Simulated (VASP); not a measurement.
Input of a VASP 6.6.1 run:

INCAR

```
SYSTEM = Hf
PREC     = Accurate       ! precision mode
ENCUT    = 600            ! plane-wave cutoff, eV
EDIFF    = 1E-6           ! SCF threshold, eV
ISMEAR   = 0              ! smearing method
SIGMA    = 0.1            ! smearing width, eV
LREAL    = .False.        ! projectors in reciprocal space
LASPH    = .True.         ! aspherical terms in the spheres
NELM     = 100            ! most SCF steps
ALGO     = Normal         ! electronic algorithm
ISIF     = 3              ! what is computed and relaxed
LWAVE    = .False.        ! write WAVECAR
LCHARG   = .False.        ! write CHGCAR
GGA      = PE             ! functional
IBRION   = 2              ! ionic algorithm
NSW      = 100            ! ionic steps
EDIFFG   = -0.005         ! ionic threshold
```

KPOINTS

```
Automatic mesh
0
Gamma
  15 15 8
  0 0 0
```

File POSCAR:

```
Hf
1.0
    3.2000007099      0.0000000000      0.0000000000
   -1.6000003549      2.7712819069      0.0000000000
    0.0000000000      0.0000000000      5.0624011231
Hf
2
Direct
    0.3333333333      0.6666666667      0.7500000000
    0.6666666667      0.3333333333      0.2500000000
```

Potentials or basis: VASP PAW PBE potentials, release 64 (Hf_pv).

Command:

```sh
$ cat potpaw_PBE.64/Hf_pv/POTCAR > POTCAR
$ mpirun -np 1 vasp_std > vasp.out
```

Problem. Estimate the band gap on the k mesh.

Solution. Zero (bands 10 and 11 overlap by 1.61 eV).

Final structure:
```cif
data_structure
_symmetry_space_group_name_H-M 'P 1'
_symmetry_Int_Tables_number 1
_cell_length_a 3.2011
_cell_length_b 3.2011
_cell_length_c 5.0586
_cell_angle_alpha 90.000
_cell_angle_beta 90.000
_cell_angle_gamma 120.000
_cell_volume 44.89
loop_
_atom_site_label
_atom_site_type_symbol
_atom_site_fract_x
_atom_site_fract_y
_atom_site_fract_z
_atom_site_occupancy
Hf1 Hf 0.33333 0.66667 0.75000 1
Hf2 Hf 0.66667 0.33333 0.25000 1
```

Caveat: spin-orbit coupling is left out, which moves the levels of the heavy elements.
